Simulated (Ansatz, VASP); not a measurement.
# Na: VASP beside Ansatz

```
Na
1.0
     3.65037    0.00000    0.00000
    -1.82519    3.16131    0.00000
     0.00000    0.00000   12.36788
Na
4
Cartesian
  1.8252 1.0538 9.2759
  0.0000 0.0000 6.1839
  0.0000 2.1075 3.0920
  0.0000 0.0000 0.0000
```

Alike in both runs: task single point; functional LDA; k mesh 8 × 8 × 3; occupations fermi-dirac, width 0.05 eV; no spin polarisation.

|  | VASP | Ansatz |
| --- | --- | --- |
| version | VASP 6.6.1 | Ansatz 0.2.0 |
| potentials or method | VASP PAW LDA potentials, release 64 (Na_pv) | Ansatz PAW |
| plane-wave cutoff (eV) | 520 | 420 |
| valence electrons in the cell | 28 | 36 |

```csv
,VASP,Ansatz,Ansatz less VASP
gap on the k mesh at the Fermi level (eV),none,none,-
pressure (GPa),-0.6,-0.5,+0.08
"traceless stress, the component that is largest in VASP (GPa)",-0.67,-0.67,0.000
```

LDA's correlation is that of Perdew and Zunger in VASP and of Perdew and Wang (1992) in Ansatz. A gap of «none» marks a metal or a gap that the smearing closes. VASP's potentials hold 28 valence electrons a cell and Ansatz's 36, so a difference there can come from the potentials and not from the codes.
